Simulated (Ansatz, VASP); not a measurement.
Y2GeS4: VASP beside Ansatz

```xyz
14
Lattice="0.0000 5.4282 5.4282 5.4282 0.0000 5.4282 5.4282 5.4282 0.0000" Properties=species:S:1:pos:R:3 pbc="T T T"
Y     6.7853    6.7853    6.7853
Y     6.7853    4.0712    4.0712
Y     4.0712    6.7853    4.0712
Y     4.0712    4.0712    6.7853
Ge    2.7141    2.7141    2.7141
Ge    0.0000    0.0000    0.0000
S     6.7353    4.1212    6.7353
S     4.1212    4.1212    4.1212
S     4.1212    6.7353    6.7353
S     6.7353    6.7353    4.1212
S     9.4494    6.8353    6.8353
S     6.8353    9.4494    6.8353
S     6.8353    6.8353    9.4494
S     9.4494    9.4494    9.4494
```

Alike in both runs: functional PBE; k mesh 4 × 4 × 4; occupations gaussian, width 0.02 eV; no spin polarisation.

Ansatz relaxed the structure, and its values are those at the end. VASP's run is a single point on that final structure, the one shown.

```csv
,VASP,Ansatz
version,VASP 6.6.1,Ansatz 0.2.0
potentials or method,"VASP PAW PBE potentials, release 64 (Y_sv, Ge_d, S), cutoff 520 eV","scalar-relativistic, plane waves, PAW"
valence electrons in the cell,120,120
```

|  | VASP | Ansatz | Ansatz less VASP |
| --- | --- | --- | --- |
| gap on the k mesh at the Fermi level (eV) | 0.66 | 0.66 | +0.002 |
| least direct gap on the mesh (eV) | 0.92 | 0.92 | -0.001 |
| pressure (GPa) | 8.4 | 8.5 | +0.10 |
| rms of the force components (eV/Å) | 0.004 | 0.000 | -0.0033 |

The functional is the same, so the differences come from potentials, cutoffs and numerics. Ansatz's warnings: stress scf threshold loose.
